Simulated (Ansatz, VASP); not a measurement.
**Ir: VASP beside Ansatz**

Contents of INCAR:

```
ALGO = Normal
EDIFF = 1E-6
ENCUT = 520
ISIF = 2
ISMEAR = 0
LASPH = T
LCHARG = F
LREAL = F
LWAVE = F
NBANDS = 10
NELM = 60
PREC = Accurate
SIGMA = 0.15
```

KPOINTS

```
k-points
0
Gamma
  8 8 8
```

Contents of POSCAR:

```
Ir
1.0
    0.0000000000      2.0854598384      1.6266586740
    2.0854598384      0.0000000000      1.6266586740
    2.0854598384      2.0854598384      0.0000000000
Ir
1
Direct
    0.0000000000      0.0000000000      0.0000000000
```

Input for Ansatz:

```yaml
crystal:
  lattice:
    - [0.0, 2.0854598384, 1.626658674]
    - [2.0854598384, 0.0, 1.626658674]
    - [2.0854598384, 2.0854598384, 0.0]
  atoms:
    - { symbol: Ir, position: [0.0, 0.0, 0.0] }
basis:
  ecutwfc: 420
kpoints:
  mp_grid: { grid: [8, 8, 8] }
hamiltonian:
  xc: lda
scf:
  occupations: { method: gaussian, width: 0.15 }
output:
  forces: true
  stress: true
  eigenvalues: true
```

Alike in both runs: task single point; functional LDA; k mesh 8 × 8 × 8; occupations gaussian, width 0.15 eV; no spin polarisation.

|  | VASP | Ansatz |
| --- | --- | --- |
| version | VASP 6.6.1 | Ansatz 0.2.0 |
| potentials or method | VASP PAW LDA potentials, release 64 (Ir), cutoff 520 eV | scalar-relativistic, plane waves, PAW |
| valence electrons in the cell | 9 | 17 |

Ansatz gave:

| Item | Value |
| --- | --- |
| gap on the k mesh at the Fermi level (eV) | none |
| pressure (GPa) | 1.7 |
| traceless stress, the component that is largest in VASP (GPa) | 29.13 |

**Question.** Which values does VASP return?

**Answer.** gap on the k mesh at the Fermi level (eV): none; pressure (GPa): 4.2; traceless stress, the component that is largest in VASP (GPa): 28.88.

LDA's correlation is that of Perdew and Zunger in VASP and of Perdew and Wang (1992) in Ansatz. A gap of «none» marks a metal or a gap that the smearing closes. VASP's potentials hold 9 valence electrons a cell and Ansatz's 17, so a difference there can come from the potentials and not from the codes.

Neither program's run includes spin-orbit coupling.
